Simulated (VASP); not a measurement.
# CdIn2O4 (Fd-3m) in VASP: further runs, part 2 of 2

VASP 6.6.1. The steps go on from the part before.

### Step 4. Single point, r2SCAN

This run uses another cell than the first one, of 13.91 Å³/atom.

Input file POSCAR:

```
CdIn2O4
1.0
    0.0000000000      4.6003631796      4.6003631796
    4.6003631796      0.0000000000      4.6003631796
    4.6003631796      4.6003631796      0.0000000000
Cd In O
2 4 8
Direct
    0.0000000000      0.0000000000      0.0000000000
    0.2500000000      0.2500000000      0.2500000000
    0.6250000000      0.6250000000      0.6250000000
    0.1250000000      0.6250000000      0.6250000000
    0.6250000000      0.6250000000      0.1250000000
    0.6250000000      0.1250000000      0.6250000000
    0.8618762811      0.8618762811      0.8618762811
    0.8356288432      0.3881237189      0.3881237189
    0.8618762811      0.8618762811      0.4143711568
    0.3881237189      0.8356288432      0.3881237189
    0.4143711568      0.8618762811      0.8618762811
    0.3881237189      0.3881237189      0.3881237189
    0.8618762811      0.4143711568      0.8618762811
    0.3881237189      0.3881237189      0.8356288432
```

Input file INCAR.step1:

```
SYSTEM = CdIn2O4
PREC     = Accurate       ! precision mode
ENCUT    = 660            ! plane-wave cutoff, eV
ISMEAR   = -1             ! smearing method
SIGMA    = 0.02           ! smearing width, eV
LREAL    = .False.        ! projectors in reciprocal space
LASPH    = .True.         ! aspherical terms in the spheres
NELM     = 120            ! most SCF steps
NBANDS   = 75             ! bands
GGA      = PE             ! functional
ALGO     = Normal         ! electronic algorithm
EDIFF    = 1E-5           ! SCF threshold, eV
LWAVE    = .True.         ! write WAVECAR
LCHARG   = .False.        ! write CHGCAR
GGA_COMPAT= .False.
```

Input file INCAR.step2:

```
SYSTEM = CdIn2O4
PREC     = Accurate       ! precision mode
ENCUT    = 660            ! plane-wave cutoff, eV
EDIFF    = 1E-6           ! SCF threshold, eV
ISMEAR   = -1             ! smearing method
SIGMA    = 0.02           ! smearing width, eV
LREAL    = .False.        ! projectors in reciprocal space
LASPH    = .True.         ! aspherical terms in the spheres
NELM     = 120            ! most SCF steps
ALGO     = Normal         ! electronic algorithm
ISIF     = 2              ! what is computed and relaxed
LWAVE    = .False.        ! write WAVECAR
LCHARG   = .False.        ! write CHGCAR
METAGGA  = R2SCAN         ! meta-GGA
LMIXTAU  = .True.       
NBANDS   = 75             ! bands
ISTART   = 1            
GGA_COMPAT= .False.
```

Input file KPOINTS:

```
regular mesh
0
Gamma
  4 4 4
  0 0 0
```

Potentials or basis: VASP PAW PBE potentials, release 64 (Cd, In_d, O).

Command:

```sh
$ cat potpaw_PBE.64/Cd/POTCAR potpaw_PBE.64/In_d/POTCAR potpaw_PBE.64/O/POTCAR > POTCAR
$ cp INCAR.step1 INCAR
$ mpirun -np 1 vasp_std > vasp.out
$ cp INCAR.step2 INCAR
$ mpirun -np 1 vasp_std > vasp.out
```

OUTCAR:

```text
SYSTEM = CdIn2O4
   PREC = Accurate
   ENCUT = 660
   EDIFF = 1E-6
   ISMEAR = -1
   LREAL = .False.
   LASPH = .True.
   NELM = 120
   ISIF = 2
   METAGGA = R2SCAN
   ISTART = 1

 ion  position               nearest neighbor table
   1  0.000  0.000  0.000-   7 2.20   9 2.20  11 2.20  13 2.20   6 3.81   3 3.81   3 3.81   4 3.81
                             5 3.81   6 3.81   5 3.81   4 3.81   5 3.81   3 3.81   4 3.81   6 3.81
   2  0.250  0.250  0.250-  12 2.20  10 2.20   8 2.20  14 2.20   5 3.81   6 3.81   4 3.81   3 3.81
                             3 3.81   6 3.81   3 3.81   4 3.81   5 3.81   4 3.81   5 3.81   6 3.81
   3  0.625  0.625  0.625-   9 2.19  14 2.19  10 2.19  11 2.19  13 2.19   8 2.19   4 3.25   5 3.25
                             6 3.25   5 3.25   6 3.25   4 3.25   1 3.81   2 3.81   1 3.81   2 3.81
   4  0.125  0.625  0.625-  10 2.19  13 2.19   9 2.19  14 2.19   7 2.19  12 2.19   3 3.25   5 3.25
                             6 3.25   3 3.25   5 3.25   6 3.25   1 3.81   2 3.81   2 3.81   1 3.81
   5  0.625  0.625  0.125-   8 2.19  10 2.19  11 2.19  13 2.19  12 2.19   7 2.19   3 3.25   3 3.25
                             4 3.25   6 3.25   6 3.25   4 3.25   1 3.81   2 3.81   1 3.81   2 3.81
   6  0.625  0.125  0.625-   8 2.19  11 2.19   9 2.19  14 2.19  12 2.19   7 2.19   3 3.25   5 3.25
[... 830 lines left out ...]
  --------------------------------------------------------------------------------------
  -------------------------------------------------------------------------------------
  Total        1.1944617      1.1944617      1.1944617      0.0000000      0.0000000      0.0000000
  in kB        9.8282562      9.8282562      9.8282562      0.0000000      0.0000000      0.0000000
  external PRESSURE =       9.8282562 kB  Pullay stress =       0.0000000 kB

 VOLUME and BASIS-vectors are now :
 -----------------------------------------------------------------------------
  energy-cutoff  :      660.00
  volume of cell :      194.72
      direct lattice vectors                 reciprocal lattice vectors
     0.000000000  4.600363180  4.600363180    -0.108687071  0.108687071  0.108687071
     4.600363180  0.000000000  4.600363180     0.108687071 -0.108687071  0.108687071
     4.600363180  4.600363180  0.000000000     0.108687071  0.108687071 -0.108687071

 POSITION                                       TOTAL-FORCE (eV/Angst)
 -----------------------------------------------------------------------------------
      0.00000      0.00000      0.00000        -0.000000     -0.000000     -0.000000
      2.30018      2.30018      2.30018        -0.000000     -0.000000     -0.000000
      5.75045      5.75045      5.75045        -0.000000     -0.000000     -0.000000
      5.75045      3.45027      3.45027        -0.000000     -0.000000     -0.000000
      3.45027      3.45027      5.75045        -0.000000     -0.000000     -0.000000
      3.45027      5.75045      3.45027        -0.000000     -0.000000     -0.000000
      7.92989      7.92989      7.92989        -0.004619     -0.004619     -0.004619
      3.57102      5.62971      5.62971         0.004619     -0.004619     -0.004619
      5.87120      5.87120      7.92989         0.004619      0.004619     -0.004619
      5.62971      3.57102      5.62971        -0.004619      0.004619     -0.004619
      7.92989      5.87120      5.87120        -0.004619      0.004619      0.004619
      3.57102      3.57102      3.57102         0.004619      0.004619      0.004619
      5.87120      7.92989      5.87120         0.004619     -0.004619      0.004619
      5.62971      5.62971      3.57102        -0.004619     -0.004619      0.004619
 -----------------------------------------------------------------------------------
    total drift:                                0.000000      0.000000      0.000000

  FREE ENERGIE OF THE ION-ELECTRON SYSTEM (eV)
  ---------------------------------------------------
  free  energy   TOTEN  =      -202.0653013807 eV

  energy  without entropy=     -202.0653013807  energy(sigma->0) =     -202.06530138
```

OUTCAR.step1:

```text
SYSTEM = CdIn2O4
   PREC = Accurate
   ENCUT = 660
   ISMEAR = -1
   LREAL = .False.
   LASPH = .True.
[... 874 lines left out ...]
      3.57102      3.57102      3.57102        -0.090837     -0.090837     -0.090837
      5.87120      7.92989      5.87120        -0.090837      0.090837     -0.090837
      5.62971      5.62971      3.57102         0.090837      0.090837     -0.090837
 -----------------------------------------------------------------------------------
    total drift:                                0.000000      0.000000      0.000000

  FREE ENERGIE OF THE ION-ELECTRON SYSTEM (eV)
  ---------------------------------------------------
  free  energy   TOTEN  =       -71.5626575685 eV

  energy  without entropy=      -71.5626575685  energy(sigma->0) =      -71.56265757
```

OSZICAR.step1:

```text
N       E                     dE             d eps       ncg     rms          rms(c)
DAV:   1     0.202416095752E+04    0.20242E+04   -0.66905E+04  1224   0.257E+03
DAV:   2     0.355910604304E+03   -0.16683E+04   -0.15933E+04  1240   0.729E+02
DAV:   3    -0.435148570620E+02   -0.39943E+03   -0.38406E+03  1278   0.297E+02
DAV:   4    -0.846162129226E+02   -0.41101E+02   -0.40449E+02  1592   0.100E+02
DAV:   5    -0.857770193238E+02   -0.11608E+01   -0.11548E+01  1472   0.180E+01    0.276E+01
DAV:   6    -0.713995295689E+02    0.14377E+02   -0.56579E+01  2128   0.641E+01    0.196E+01
DAV:   7    -0.717003589145E+02   -0.30083E+00   -0.69981E+00  1408   0.144E+01    0.762E+00
DAV:   8    -0.715892225815E+02    0.11114E+00   -0.71032E-01  1872   0.492E+00    0.445E+00
DAV:   9    -0.715653747487E+02    0.23848E-01   -0.18693E-01  1848   0.350E+00    0.669E-01
DAV:  10    -0.715614315441E+02    0.39432E-02   -0.46479E-02  1584   0.175E+00    0.423E-01
DAV:  11    -0.715620381052E+02   -0.60656E-03   -0.29975E-03  1368   0.331E-01    0.266E-01
DAV:  12    -0.715626632626E+02   -0.62516E-03   -0.75179E-04  1488   0.171E-01    0.527E-02
DAV:  13    -0.715626575685E+02    0.56941E-05   -0.61576E-05  1472   0.503E-02
   1 F= -.71562658E+02 E0= -.71562658E+02  d E =-.333988E-10
```

Wall time 10 min (1 thread of Intel Xeon 6975P-C (Granite Rapids), shared host); peak memory 0.54 GiB.

What came out:

```
Free energy            : -202.0653 eV
Pressure               : 1.0 GPa
Largest force          : 0.008 eV/Å
Band gap on the k mesh : 1.57 eV (least direct gap 1.64 eV)
```

Forces on the atoms (eV/Å):
```
Cd   0.000  0.000  0.000
Cd   0.000  0.000  0.000
In   0.000  0.000  0.000
In   0.000  0.000  0.000
In   0.000  0.000  0.000
In   0.000  0.000  0.000
O   -0.005 -0.005 -0.005
O    0.005 -0.005 -0.005
O    0.005  0.005 -0.005
O   -0.005  0.005 -0.005
O   -0.005  0.005  0.005
O    0.005  0.005  0.005
O    0.005 -0.005  0.005
O   -0.005 -0.005  0.005
```

Levels at points of the mesh, in eV from the valence-band top:
```
           k point  band 60  band 61  band 62  band 63  band 64  band 65
(0.00, 0.00, 0.00)    -0.10    -0.07    -0.07     1.57     5.78     6.37
(0.50, 0.00, 0.00)    -0.29     0.00     0.00     4.30     4.43     6.58
(0.50, 0.50, 0.00)    -0.19    -0.09    -0.09     5.08     5.08     6.68
```

Caveat: the PAW data sets were made with another functional, which shifts forces and pressure a little; spin-orbit coupling is left out, which moves the levels of the heavy elements.

### Step 5. Summary

| level | cell | cutoff (eV) | gap on the mesh (eV) | pressure (GPa) | largest force (eV/Å) |
| --- | --- | --- | --- | --- | --- |
| PBEsol | a = 6.499 Å, angles 60.0°, 14 atoms, atomic positions A | 600 | 0.97 | 0.6 | 0.04 |
| PBE | a = 6.587 Å, angles 60.0°, 14 atoms, atomic positions B | 600 | 0.91 | 0.5 | 0.03 |
| r2SCAN | a = 6.506 Å, angles 60.0°, 14 atoms, atomic positions C | 660 | 1.57 | 1.0 | 0.01 |

Alike in all rows: task single point; potentials or basis VASP PAW PBE potentials, release 64 (Cd, In_d, O); no spin polarisation; k mesh 4 × 4 × 4; smearing fermi-dirac 0.02 eV.

Caveats: spin-orbit coupling is left out, which moves the levels of the heavy elements; the PAW data sets were made with another functional, which shifts forces and pressure a little (at least some runs).

Total energies depend on the potentials used, so only differences within one code and one set of settings carry meaning.
